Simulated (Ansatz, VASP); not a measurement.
# Ru2C in VASP and in Ansatz

```
Ru C
1.0
     0.00000    2.59921    2.59921
     2.59921    0.00000    2.59921
     2.59921    2.59921    0.00000
Ru C
2 1
Direct
  0.25000 0.25000 0.25000
  0.75000 0.75000 0.75000
  0.00000 0.00000 0.00000
```

Alike in both runs: functional PBE; k mesh 6 × 6 × 6; occupations gaussian, width 0.1 eV; no spin polarisation.

Ansatz relaxed the structure, and its values are those at the end. VASP's run is a single point on that final structure, the one shown.

|  | VASP | Ansatz |
| --- | --- | --- |
| version | VASP 6.6.1 | Ansatz 0.2.0 |
| potentials or method | VASP PAW PBE potentials, release 64 (Ru_pv, C), cutoff 520 eV | scalar-relativistic, plane waves, PAW |
| valence electrons in the cell | 32 | 36 |

```csv
,VASP,Ansatz,Ansatz less VASP
gap on the k mesh at the Fermi level (eV),none,none,-
pressure (GPa),-0.1,-0.3,-0.14
```

A gap of «none» marks a metal or a gap that the smearing closes. The functional is the same, so the differences come from potentials, cutoffs and numerics. VASP's potentials hold 32 valence electrons a cell and Ansatz's 36, so a difference there can come from the potentials and not from the codes.
